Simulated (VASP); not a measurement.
# Sn (Im-3m) in VASP: further runs, part 2 of 2

VASP 6.6.1.

## Step 3: Single point, HSE06

This run uses another cell than the first one, of 26.12 Å³/atom, 0.980 times its volume.

POSCAR reads:

```
Sn
1.0
   -1.8690452773      1.8690452773      1.8690452773
    1.8690452773     -1.8690452773      1.8690452773
    1.8690452773      1.8690452773     -1.8690452773
Sn
1
Direct
    0.0000000000      0.0000000000      0.0000000000
```

INCAR.step1 reads:

```
PREC = Accurate ; ENCUT = 520
EDIFF = 1E-5 ; ISMEAR = -1
SIGMA = 0.05 ; LREAL = False
LASPH = True ; NELM = 80
ALGO = Normal ; ISIF = 2
LWAVE = True ; GGA = PE
NBANDS = 13
```

INCAR.step2 reads:

```
PREC = Accurate ; ENCUT = 520
EDIFF = 1E-6 ; ISMEAR = -1
SIGMA = 0.05 ; LREAL = False
LASPH = True ; NELM = 80
ALGO = Normal ; ISIF = 2
LWAVE = False ; LCHARG = True
GGA = PE ; LHFCALC = True
HFSCREEN = 0.2079 ; PRECFOCK = Normal
LELF = True ; LVHAR = True
ISTART = 1 ; NBANDS = 13
```

KPOINTS reads:

```
Automatic mesh
0
Gamma
  6 6 6
```

Potentials or basis: VASP PAW PBE potentials, release 64 (Sn_d).

Command:

```bash
$ cat potpaw_PBE.64/Sn_d/POTCAR > POTCAR
$ cp INCAR.step1 INCAR
$ mpirun -np 1 vasp_std > vasp.out
$ cp INCAR.step2 INCAR
$ mpirun -np 1 vasp_std > vasp.out
```

OUTCAR:

```text
PREC = Accurate
   ENCUT = 520
   EDIFF = 1E-6
   ISMEAR = -1
   LREAL = False
   LASPH = True
   NELM = 80
   ISIF = 2
   GGA = PE
   LHFCALC = True
   HFSCREEN = 0.2079
   PRECFOCK = Normal
   ISTART = 1

 ion  position               nearest neighbor table
   1  0.000  0.000  0.000-

  LATTYP: Found a body centered cubic cell.
 ALAT       =     3.7380905546

  Lattice vectors:

 A1 = (  -1.8690452773,   1.8690452773,   1.8690452773)
 A2 = (   1.8690452773,  -1.8690452773,   1.8690452773)
 A3 = (   1.8690452773,   1.8690452773,  -1.8690452773)

Analysis of symmetry for initial positions (statically):
=====================================================================
 Subroutine PRICEL returns:
 Original cell was already a primitive cell.

 Routine SETGRP: Setting up the symmetry group for a
 body centered cubic supercell.

 Subroutine GETGRP returns: Found 48 space group operations
[... 9 lines left out ...]

 Routine SETGRP: Setting up the symmetry group for a
 body centered cubic supercell.

 Subroutine GETGRP returns: Found 48 space group operations
[... 11 lines left out ...]
                                     Primitive cell

  volume of cell :      26.1168

  direct lattice vectors                    reciprocal lattice vectors
    -1.869045277  1.869045277  1.869045277     0.000000000  0.267516259  0.267516259
     1.869045277 -1.869045277  1.869045277     0.267516259  0.000000000  0.267516259
     1.869045277  1.869045277 -1.869045277     0.267516259  0.267516259  0.000000000

  length of vectors
     3.237281382  3.237281382  3.237281382     0.378325121  0.378325121  0.378325121

  position of ions in fractional coordinates (direct lattice)
     0.000000000  0.000000000  0.000000000

  ion indices of the primitive-cell ions
   primitive index   ion index
                 1           1

----------------------------------------------------------------------------------------
[... 91 lines left out ...]
   NKREDY  =     1    reduce k-point grid by
   NKREDZ  =     1    reduce k-point grid by
   AEXX    =    0.2500 exact exchange contribution
   HFSCREEN=    0.2079 screening length (either q_TF or 0.3 A-1)
   HFSCREENC=   0.2079 screening length for correlation (either q_TF or 0.3 A-1)
   ENCUTFOCK=  -1.0 apply spherical cutoff to Coloumb kernel
   IVDW    =     0    specifies the selected vdW correction
   LEPSILON=     F    determine dielectric tensor
   LRPA    =     F    only Hartree local field effects (RPA)
 non-spin polarized calculation
  energy-cutoff  :      520.00
  volume of cell :       26.12
 maximum number of plane-waves:       715
  NGX = 20; NGY = 20; NGZ = 20

 number of electron      13.9999991 magnetization

 Free energy of the ion-electron system (eV)
  ---------------------------------------------------
  ext. energy  EPLUGINS =         0.00000000
  ---------------------------------------------------
  free energy    TOTEN  =        -4.38052671 eV

  energy without entropy =       -4.37740133  energy(sigma->0) =       -4.37896402

 E-fermi :   8.6777     XC(G=0):  -8.7267

 val. band max:        8.0642283435   @ k =  -0.3333   0.3333   0.1667
 cond. band min:       8.7326275258   @ k =   0.5000   0.5000   0.3333
 fundamental gap:      0.6683991822
 Fermi energy:         8.6776999506

 k-point     1 :       0.0000    0.0000    0.0000
  band No.  band energies     occupation
      1     -15.3910      2.00000
      2     -15.3910      2.00000
      3     -15.3910      2.00000
      4     -15.2290      2.00000
      5     -15.2290      2.00000
      6      -4.2699      2.00000
      7      17.7897      0.00000
      8      17.7897      0.00000
      9      17.7897      0.00000
     10      21.5528      0.00000
     11      21.5528      0.00000
     12      21.5528      0.00000
     13      22.3759      0.00000
[... 226 lines left out ...]
  band No.  band energies     occupation
      1     -15.4196      2.00000
      2     -15.4196      2.00000
      3     -15.1578      2.00000
      4     -15.1578      2.00000
      5     -15.1578      2.00000
      6       6.2980      2.00000
      7       7.9412      2.00000
      8       7.9412      2.00000
      9       7.9412      2.00000
     10      12.6213      0.00000
     11      12.6213      0.00000
     12      28.1305      0.00000
     13      31.0754      0.00000

------------------------ aborting loop because EDIFF is reached ----------------------------------------

  FORCE on cell =-STRESS in cart. coord.  units (eV):
  Direction    XX          YY          ZZ          XY          YZ          ZX
  --------------------------------------------------------------------------------------
  -------------------------------------------------------------------------------------
  Total        0.2516694      0.2516694      0.2516694      0.0000000      0.0000000      0.0000000
  in kB       15.4390853     15.4390853     15.4390853      0.0000000      0.0000000      0.0000000
  external PRESSURE =      15.4390853 kB  Pullay stress =       0.0000000 kB

 VOLUME and BASIS-vectors are now :
 -----------------------------------------------------------------------------
  energy-cutoff  :      520.00
  volume of cell :       26.12
      direct lattice vectors                 reciprocal lattice vectors
    -1.869045277  1.869045277  1.869045277     0.000000000  0.267516259  0.267516259
     1.869045277 -1.869045277  1.869045277     0.267516259  0.000000000  0.267516259
     1.869045277  1.869045277 -1.869045277     0.267516259  0.267516259  0.000000000

 POSITION                                       TOTAL-FORCE (eV/Angst)
 -----------------------------------------------------------------------------------
      0.00000      0.00000      0.00000         0.000000      0.000000      0.000000
 -----------------------------------------------------------------------------------
    total drift:                                0.000000     -0.000000     -0.000000

  FREE ENERGIE OF THE ION-ELECTRON SYSTEM (eV)
  ---------------------------------------------------
  free  energy   TOTEN  =        -4.3805267056 eV

  energy  without entropy=       -4.3774013283  energy(sigma->0) =       -4.37896402
```

Run time: 29 min. Hardware: 1 thread of Oxide Virtual Turin-like, shared host; peak memory 0.22 GiB.

What came out:

| Item | Value |
| --- | --- |
| Free energy | -4.3805 eV |
| Pressure | 1.5 GPa |
| Band gap on the k mesh | zero (band 7 reaches 17.79 eV, above the bottom of band 8 at 5.58 eV) |

Levels at points of the mesh, in eV from the Fermi level:
```csv
k point,band 5,band 6,band 7,band 8,band 9,band 10
"(0.00, 0.00, 0.00)",-23.91,-12.95,9.11,9.11,9.11,12.88
"(0.50, 0.00, 0.00)",-23.81,-7.34,-5.43,4.10,6.08,8.68
"(0.50, 0.50, 0.50)",-23.84,-2.38,-0.74,-0.74,-0.74,3.94
```

Caveat: the k points lie up to 0.40 Å⁻¹ apart; the PAW data sets were made with another functional, which shifts forces and pressure a little; spin-orbit coupling is left out, which moves the levels of the heavy elements.

## Step 4: Single point, PBE0

This run uses another cell than the first one, of 26.12 Å³/atom, 0.980 times its volume.

POSCAR is that of step 3.

INCAR.step1 reads:

```
PREC = Accurate
ENCUT = 520
EDIFF = 1E-5
ISMEAR = -1
SIGMA = 0.05
LREAL = F
LASPH = T
NELM = 60
ALGO = Normal
ISIF = 2
LWAVE = T
LCHARG = F
GGA = PE
NBANDS = 13
```

INCAR.step2 reads:

```
PREC = Accurate
ENCUT = 520
EDIFF = 1E-7
ISMEAR = -1
SIGMA = 0.05
LREAL = F
LASPH = T
NELM = 60
ALGO = Normal
ISIF = 2
LWAVE = F
LCHARG = F
GGA = PE
LHFCALC = T
AEXX = 0.25
PRECFOCK = Normal
ISTART = 1
NBANDS = 13
```

KPOINTS is that of step 3.

Command:

```bash
$ cat potpaw_PBE.64/Sn_d/POTCAR > POTCAR
$ cp INCAR.step1 INCAR
$ mpirun -np 1 vasp_std > vasp.out
$ cp INCAR.step2 INCAR
$ mpirun -np 1 vasp_std > vasp.out
```

Wall time 39 min (1 thread of Oxide Virtual Turin-like, shared host); peak memory 0.13 GiB.

It converged, with:

```yaml
Free_energy: -4.8662 eV
Pressure: 1.3 GPa
Band_gap_on_the_k_mesh: zero (band 7 reaches 18.20 eV, above the bottom of band 8 at 5.23 eV)
```

Levels at points of the mesh, in eV from the Fermi level:
| k point | band 4 | band 5 | band 6 | band 7 | band 8 | band 9 | band 10 | band 11 |
| --- | --- | --- | --- | --- | --- | --- | --- | --- |
| (0.00, 0.00, 0.00) | -24.45 | -24.45 | -13.52 | 9.39 | 9.39 | 9.39 | 13.13 | 13.13 |
| (0.50, 0.00, 0.00) | -24.46 | -24.36 | -7.89 | -6.00 | 4.36 | 6.35 | 8.92 | 9.07 |
| (0.50, 0.50, 0.50) | -24.38 | -24.38 | -2.80 | -1.14 | -1.14 | -1.14 | 4.14 | 4.14 |

Caveat: the k points lie up to 0.40 Å⁻¹ apart; the PAW data sets were made with another functional, which shifts forces and pressure a little; spin-orbit coupling is left out, which moves the levels of the heavy elements.

## Step 5: Overview

```csv
level,cell,screening parameter,gap on the mesh (eV),pressure (GPa)
PBE0,"a = 3.260 Å, angles 109.5°, 1 atom",-,none,0.0
HSE06,"a = 3.237 Å, angles 109.5°, 1 atom",0.2079 1/Å,none,1.5
PBE0,"a = 3.237 Å, angles 109.5°, 1 atom",-,none,1.3
```

Alike in all rows: task single point; potentials or basis VASP PAW PBE potentials, release 64 (Sn_d); no spin polarisation; k mesh 6 × 6 × 6; cutoff (eV) 520; smearing fermi-dirac 0.05 eV.

Caveats: all runs use coarse meshes; the PAW data sets were made with another functional, which shifts forces and pressure a little; spin-orbit coupling is left out, which moves the levels of the heavy elements.

Absolute energies hang on the potentials; compare differences alone.
